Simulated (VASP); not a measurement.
# SiO2 (P4_2/mnm) in VASP: further runs, part 2 of 2

VASP 6.6.1. Earlier steps stand in the parts before.

**4. Single point, PBE (8.04 Å³/atom)**

Contents of INCAR:

```
SYSTEM = SiO2
ALGO = Normal ; EDIFF = 1E-6
ENCUT = 520 ; GGA = PE
ISIF = 2 ; ISMEAR = 0
LASPH = .True. ; LCHARG = .False.
LREAL = .False. ; LWAVE = .False.
NBANDS = 25 ; NELM = 80
PREC = Accurate ; SIGMA = 0.05
```

Contents of KPOINTS:

```
k-points
0
Gamma
  6 6 10
  0 0 0
```

Contents of POSCAR:

```
SiO2
1.0
    4.1100950855      0.0000000000      0.0000000000
    0.0000000000      4.1100950855      0.0000000000
    0.0000000000      0.0000000000      2.8569270939
Si O
2 4
Direct
    0.5000000000      0.5000000000      0.5000000000
    0.0000000000      0.0000000000      0.0000000000
    0.6930127928      0.6930127928      0.0000000000
    0.1930127928      0.8069872072      0.5000000000
    0.3069872072      0.3069872072      0.0000000000
    0.8069872072      0.1930127928      0.5000000000
```

Potentials or basis: VASP PAW PBE potentials, release 64 (Si, O).

Started as:

```sh
$ cat potpaw_PBE.64/Si/POTCAR potpaw_PBE.64/O/POTCAR > POTCAR
$ mpirun -np 1 vasp_std > vasp.out
```

OUTCAR:

```text
SYSTEM = SiO2
   EDIFF = 1E-6
   ENCUT = 520
   GGA = PE
   ISIF = 2
   ISMEAR = 0
   LASPH = .True.
   LREAL = .False.
   NELM = 80
   PREC = Accurate

 ion  position               nearest neighbor table
   1  0.500  0.500  0.500-   4 1.78   6 1.78   5 1.82   3 1.82   3 1.82   5 1.82
   2  0.000  0.000  0.000-   3 1.78   5 1.78   4 1.82   6 1.82   4 1.82   6 1.82
   3  0.693  0.693  0.000-   2 1.78   1 1.82   1 1.82
   4  0.193  0.807  0.500-   1 1.78   2 1.82   2 1.82
   5  0.307  0.307  0.000-   2 1.78   1 1.82   1 1.82
   6  0.807  0.193  0.500-   1 1.78   2 1.82   2 1.82

  LATTYP: Found a simple tetragonal cell.
 ALAT       =     4.1100950855
 C/A-ratio  =     0.6951000000

  Lattice vectors:

 A1 = (   4.1100950855,   0.0000000000,   0.0000000000)
 A2 = (   0.0000000000,   4.1100950855,   0.0000000000)
 A3 = (   0.0000000000,   0.0000000000,   2.8569270939)

Analysis of symmetry for initial positions (statically):
=====================================================================
 Subroutine PRICEL returns:
 Original cell was already a primitive cell.

 Routine SETGRP: Setting up the symmetry group for a
 simple tetragonal supercell.

 Subroutine GETGRP returns: Found 16 space group operations
 (whereof  8 operations were pure point group operations)
 out of a pool of 16 trial point group operations.

The static configuration has the point symmetry D_2h.
 The point group associated with its full space group is D_4h.

Analysis of symmetry for dynamics (positions and initial velocities):
=====================================================================
 Subroutine PRICEL returns:
 Original cell was already a primitive cell.

 Routine SETGRP: Setting up the symmetry group for a
 simple tetragonal supercell.

 Subroutine GETGRP returns: Found 16 space group operations
[... 126 lines left out ...]
   EFERMI =   0.00;   METHOD = LEGACY
   ISMEAR =     0;   SIGMA  =   0.05  broadening in eV -4-tet -1-fermi 0-gaus
   EFERMI_NEDOS =   21; number of points for ismear=-14 and -15
   IALGO  =     38    algorithm
   IMIX   =      4    mixing-type and parameters
     AMIX     =   0.40;   BMIX     =  1.00
     AMIX_MAG =   1.60;   BMIX_MAG =  1.00
  volume/ion in A,a.u.               =       8.04        54.28
  Fermi-wavevector in a.u.,A,eV,Ry     =   1.427547  2.697673 27.727197  2.037891
  Thomas-Fermi vector in A             =   2.547705
   LORBIT       =      0    0 simple, 1 ext, 2 COOP (PROOUT), +10 PAW based schemes
   GGA     = PE    functional components
   LHFCALC =     F    Hartree Fock is set to
   AEXX    =    0.0000 exact exchange contribution
   IVDW    =     0    specifies the selected vdW correction
   LEPSILON=     F    determine dielectric tensor
   LRPA    =     F    only Hartree local field effects (RPA)
 non-spin polarized calculation
 Gauss-broadening in eV      SIGMA  =   0.05
  energy-cutoff  :      520.00
  volume of cell :       48.26
 maximum number of plane-waves:      1328
 NGX is ok and might be reduce to    32
   NGX = 15   NGY = 15   NGZ = 11

 number of electron      31.9999989 magnetization

 Free energy of the ion-electron system (eV)
  ---------------------------------------------------
  ext. energy  EPLUGINS =         0.00000000
  ---------------------------------------------------
  free energy    TOTEN  =       -45.99285697 eV

  energy without entropy =      -45.99285697  energy(sigma->0) =      -45.99285697

 E-fermi :   8.0255     XC(G=0): -12.1217

 val. band max:        7.7990633056   @ k =   0.0000   0.0000   0.0000
 cond. band min:      12.4355223698   @ k =   0.0000   0.0000   0.0000
 fundamental gap:      4.6364590642
 Fermi energy:         8.0255295430

 k-point     1 :       0.0000    0.0000    0.0000
  band No.  band energies     occupation
      1     -14.2961      2.00000
      2     -10.6604      2.00000
      3     -10.6604      2.00000
      4     -10.3685      2.00000
      5      -2.7631      2.00000
      6       1.7255      2.00000
[... 661 lines left out ...]
     24      19.8098      0.00000
     25      21.7518      0.00000

 [... further k-points ...]
[... 5 lines left out ...]
  --------------------------------------------------------------------------------------
  -------------------------------------------------------------------------------------
  Total        2.7610730      2.7610730     -7.7620136      0.0000000      0.0000000      0.0000000
  in kB       91.6612084     91.6612084   -257.6808147      0.0000000      0.0000000      0.0000000
  external PRESSURE =     -24.7861327 kB  Pullay stress =       0.0000000 kB

 VOLUME and BASIS-vectors are now :
 -----------------------------------------------------------------------------
  energy-cutoff  :      520.00
  volume of cell :       48.26
      direct lattice vectors                 reciprocal lattice vectors
     4.110095086  0.000000000  0.000000000     0.243303374  0.000000000  0.000000000
     0.000000000  4.110095086  0.000000000     0.000000000  0.243303374  0.000000000
     0.000000000  0.000000000  2.856927094     0.000000000  0.000000000  0.350026433

 POSITION                                       TOTAL-FORCE (eV/Angst)
 -----------------------------------------------------------------------------------
      2.05505      2.05505      1.42846        -0.000000      0.000000     -0.000000
      0.00000      0.00000      0.00000        -0.000000      0.000000     -0.000000
      2.84835      2.84835      0.00000         0.427687      0.427687     -0.000000
      0.79330      3.31679      1.42846         0.427687     -0.427687      0.000000
      1.26175      1.26175      0.00000        -0.427687     -0.427687      0.000000
      3.31679      0.79330      1.42846        -0.427687      0.427687     -0.000000
 -----------------------------------------------------------------------------------
    total drift:                                0.000000      0.000000     -0.000000

  FREE ENERGIE OF THE ION-ELECTRON SYSTEM (eV)
  ---------------------------------------------------
  free  energy   TOTEN  =       -45.9928569657 eV

  energy  without entropy=      -45.9928569657  energy(sigma->0) =      -45.99285697
```

stdout:

```text
POSCAR found type information on POSCAR SiO
 POSCAR found :  2 types and       6 ions
 scaLAPACK will be used
 LDA part: xc-table for (Slater+PW92), standard interpolation
 POSCAR, INCAR and KPOINTS ok, starting setup
 FFT: planning ... GRIDC
 FFT: planning ... GRID_SOFT
 FFT: planning ... GRID
 WAVECAR not read
 entering main loop
```

It took 25 s on 1 thread of AMD EPYC 9R45 (Zen 5), shared host; peak memory 0.16 GiB.

Results:

```
Free energy            : -45.9929 eV
Pressure               : -2.5 GPa
Largest force          : 0.605 eV/Å
Band gap on the k mesh : 4.64 eV
```

Forces in eV/Å, atoms in the order of the input:
```
Si   0.000  0.000  0.000
Si   0.000  0.000  0.000
O    0.428  0.428  0.000
O    0.428 -0.428  0.000
O   -0.428 -0.428  0.000
O   -0.428  0.428  0.000
```

Caveat: the stress differs along the axes, from -26 to 9 GPa. A k mesh can miss the band edges.

**5. Single point, PBE (8.04 Å³/atom)**

Contents of INCAR:

```
SYSTEM = SiO2
PREC = Accurate
ENCUT = 520
EDIFF = 1E-6
ISMEAR = 0
SIGMA = 0.05
LREAL = .False.
LASPH = .True.
NELM = 60
ALGO = Normal
ISIF = 2
LWAVE = .False.
LCHARG = .False.
GGA = PE
NBANDS = 25
```

Contents of KPOINTS:

```
Automatic mesh
0
Gamma
  6 6 10
  0 0 0
```

POSCAR, as its differences from that of step 4:

```diff
@@ -2,5 +2,5 @@
 1.0
-    4.1100950855      0.0000000000      0.0000000000
-    0.0000000000      4.1100950855      0.0000000000
-    0.0000000000      0.0000000000      2.8569270939
+    4.3654934766      0.0000000000      0.0000000000
+    0.0000000000      4.3654934766      0.0000000000
+    0.0000000000      0.0000000000      2.5324227657
 Si O
```

Started as:

```sh
$ cat potpaw_PBE.64/Si/POTCAR potpaw_PBE.64/O/POTCAR > POTCAR
$ mpirun -np 1 vasp_std > vasp.out
```

Wall time 24 s (1 thread of AMD EPYC 9R45 (Zen 5), shared host); peak memory 0.15 GiB.

It converged, with:

```yaml
Free_energy: -45.9092 eV
Pressure: 6.6 GPa
Largest_force: 0.636 eV/Å
Band_gap_on_the_k_mesh: 5.26 eV
```

Forces on the atoms (eV/Å):
```
Si   0.000  0.000  0.000
Si   0.000  0.000  0.000
O   -0.450 -0.450  0.000
O   -0.450  0.450  0.000
O    0.450  0.450  0.000
O    0.450 -0.450  0.000
```

Stress tensor (GPa, compression positive):
```
-8.72  0.00  0.00
 0.00 -8.72  0.00
 0.00  0.00 37.12
```

Levels at points of the mesh, in eV from the valence-band top:
```tsv
k point	band 14	band 15	band 16	band 17	band 18	band 19
(0.00, 0.00, 0.00)	-0.90	-0.90	0.00	5.26	8.22	9.42
(0.50, 0.00, 0.00)	-2.04	-1.12	-1.12	7.82	7.82	10.14
(0.50, 0.50, 0.00)	-2.35	-2.29	-2.29	7.81	7.81	10.80
(0.00, 0.00, 0.50)	-2.49	-2.46	-2.46	8.54	8.54	11.54
(0.50, 0.00, 0.50)	-2.24	-1.56	-1.56	8.33	8.33	8.80
(0.50, 0.50, 0.50)	-1.81	-1.37	-1.37	6.62	6.62	10.45
```

Caveat: the stress differs along the axes, from -9 to 37 GPa. A k mesh can miss the band edges.

**6. Summary**

```tsv
cell	gap on the mesh (eV)	pressure (GPa)	largest force (eV/Å)
a = 4.410, b = 4.410, c = 2.482 Å, 6 atoms	5.26	9.5	0.87
a = 4.322, b = 4.322, c = 2.584 Å, 6 atoms	5.22	4.1	0.41
a = 4.110, b = 4.110, c = 2.857 Å, 6 atoms	4.64	-2.5	0.60
a = 4.365, b = 4.365, c = 2.532 Å, 6 atoms	5.26	6.6	0.64
```

Alike in all rows: task single point; level PBE; potentials or basis VASP PAW PBE potentials, release 64 (Si, O); no spin polarisation; k mesh 6 × 6 × 10; cutoff (eV) 520; smearing gaussian 0.05 eV.

Caveats: the stress differs along the axes, from -12 to 52 GPa (at least some runs); the stress differs along the axes, from -6 to 24 GPa (at least some runs); the stress differs along the axes, from -26 to 9 GPa (at least some runs); the stress differs along the axes, from -9 to 37 GPa (at least some runs).

Absolute energies hang on the potentials; compare differences alone.
